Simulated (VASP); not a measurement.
## SbOs: single point with PBE

The system is SbOs.

```
CELL_PARAMETERS angstrom
0.00000 2.67694 2.67694
2.67694 0.00000 2.67694
2.67694 2.67694 0.00000
ATOMIC_POSITIONS crystal
Os 0.50000 0.50000 0.50000
Sb 0.00000 0.00000 0.00000
```

This cell differs from its parent crystal: volume scaled by 0.960.

| Property | Result |
| --- | --- |
| Program | VASP 6.6.1 |
| Task | single point |
| Functional | PBE |
| Potentials or basis | VASP PAW PBE potentials, release 64 (Os, Sb) |
| Cutoff | 520 eV |
| k mesh | 12 × 12 × 12 |
| Occupations | gaussian, width 0.05 eV |
| Spin | no spin polarisation |

```json
{
 "Pressure": "6.6 GPa"
}
```

Levels at points of the mesh, in eV from the Fermi level:
| k point | band 2 | band 3 | band 4 | band 5 | band 6 | band 7 | band 8 | band 9 | band 10 | band 11 |
| --- | --- | --- | --- | --- | --- | --- | --- | --- | --- | --- |
| (0.00, 0.00, 0.00) | -1.96 | -1.96 | -1.96 | -1.59 | -1.59 | 1.70 | 1.70 | 1.70 | 6.78 | 7.77 |
| (0.50, 0.00, 0.00) | -7.17 | -4.08 | -4.08 | -0.65 | -0.65 | -0.20 | 4.54 | 6.45 | 6.45 | 7.02 |
| (0.50, 0.50, 0.00) | -4.82 | -3.23 | -1.27 | -1.27 | -0.94 | -0.08 | -0.08 | 0.05 | 3.62 | 9.46 |

Wall time 15 s on 1 thread of Intel(R) Xeon(R) 6975P-C (Granite Rapids) (shared host), peak memory 0.18 GiB.

Caveat: spin-orbit coupling is left out, which moves the levels of the heavy elements.
